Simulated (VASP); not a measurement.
Wanted: the native input for a VASP 6.6.1 run.

| Property | Result |
| --- | --- |
| Task | single point |
| Functional | PBE |
| Potentials or basis | VASP PAW PBE potentials, release 64 (Al, B, P) |
| Cutoff | 520 eV |
| k mesh | 6 × 6 × 6 |
| Occupations | gaussian, width 0.1 eV |
| Spin | no spin polarisation |
| Dipole correction | no |
| Further INCAR settings | ALGO = Normal; EDIFF = 1e-06; NBANDS = 21 |

The structure of AlB2P3 lies in POSCAR:

```
AlB2P3
1.0
    5.4809645000      0.0000000000      0.0000000000
   -2.7404822500      4.7466545000      0.0000000000
    0.0000000000      0.0000000000      3.1902060600
Al B P
1 2 3
Direct
    0.0000000000      0.0000000000      0.0000000000
    0.3333333300      0.6666666700      0.0000000000
    0.6666666700      0.3333333300      0.0000000000
    0.5000000000      0.0000000000      0.5000000000
    0.5000000000      0.5000000000      0.5000000000
    0.0000000000      0.5000000000      0.5000000000
```

The input as run:

INCAR

```
SYSTEM = AlB2P3
PREC = Accurate
ENCUT = 520
EDIFF = 1E-6
ISMEAR = 0
SIGMA = 0.1
LREAL = .False.
LASPH = .True.
NELM = 100
ALGO = Normal
ISIF = 2
LWAVE = .False.
LCHARG = .True.
GGA = PE
LELF = .True.
LVHAR = .True.
NBANDS = 21
```

KPOINTS

```
Automatic mesh
0
Gamma
  6 6 6
  0 0 0
```

Potentials or basis: VASP PAW PBE potentials, release 64 (Al, B, P).

The run is started by

```bash
$ cat potpaw_PBE.64/Al/POTCAR potpaw_PBE.64/B/POTCAR potpaw_PBE.64/P/POTCAR > POTCAR
$ mpirun -np 1 vasp_std > vasp.out
```

Results of the run:

* Pressure: -9.4 GPa
* Band gap on the k mesh: zero (band 12 reaches 8.88 eV, above the bottom of band 13 at 6.23 eV)

Wall time 30 s on 1 thread of Intel Xeon 6975P-C (shared host), peak memory 0.21 GiB.
